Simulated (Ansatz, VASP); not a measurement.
# Two plane-wave programs on HfB

```xyz
2
Lattice="0.0000 2.3631 2.3631 2.3631 0.0000 2.3631 2.3631 2.3631 0.0000" Properties=species:S:1:pos:R:3 pbc="T T T"
Hf    2.3631    2.3631    2.3631
B     0.0000    0.0000    0.0000
```

Alike in both runs: task single point; functional PBEsol; k mesh 16 × 16 × 16; occupations gaussian, width 0.1 eV; no spin polarisation.

|  | VASP | Ansatz |
| --- | --- | --- |
| version | VASP 6.6.1 | Ansatz 0.2.0 |
| potentials or method | VASP PAW PBE potentials, release 64 (Hf_pv, B), cutoff 520 eV | scalar-relativistic, plane waves, PAW |
| valence electrons in the cell | 13 | 29 |

```csv
,VASP,Ansatz,Ansatz less VASP
gap on the k mesh at the Fermi level (eV),none,none,-
pressure (GPa),8.0,7.5,-0.57
```

VASP's potentials were made for PBE, not for PBEsol. A gap of «none» marks a metal or a gap that the smearing closes. The functional is the same, so the differences come from potentials, cutoffs and numerics. VASP's potentials hold 13 valence electrons a cell and Ansatz's 29, so a difference there can come from the potentials and not from the codes.

Neither program's run includes spin-orbit coupling.
